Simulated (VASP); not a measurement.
Crystal: PbI2.

```
Pb I
1.0
     4.74059    0.00000    0.00000
    -2.37030    4.10547    0.00000
     0.00000    0.00000    7.04108
Pb I
1 2
Direct
  0.00000 0.00000 0.00000
  0.33333 0.66667 0.25497
  0.66667 0.33333 0.74503
```

This cell differs from its parent crystal: biaxial xy strain +3.8%.

Base run:

- Program: VASP 6.6.1
- Functional: r2SCAN
- Potentials or basis: VASP PAW PBE potentials, release 64 (Pb_d, I)
- Cutoff: 550 eV
- k mesh: 6 × 6 × 4
- Occupations: gaussian, width 0.01 eV
- Spin: no spin polarisation

Its results: band gap on the k mesh 2.55 eV (least direct gap 2.67 eV); pressure -0.3 GPa.

Q: The run is repeated on the same cell with these changes: functional from r2SCAN to PBE; cutoff from 550 eV to 500 eV; occupations from gaussian, width 0.01 eV to fermi-dirac, width 0.02 eV. What comes out?

A: Band gap on the k mesh 2.17 eV (least direct gap 2.29 eV); pressure 0.2 GPa.

Caveats: spin-orbit coupling is left out, which moves the levels of the heavy elements; the PAW data sets were made with another functional, which shifts forces and pressure a little (at least some runs); this functional lacks dispersion, which binds layers or chains, so the pressure and a relaxed spacing across them are unreliable (at least some runs).

A k mesh can miss the band edges.
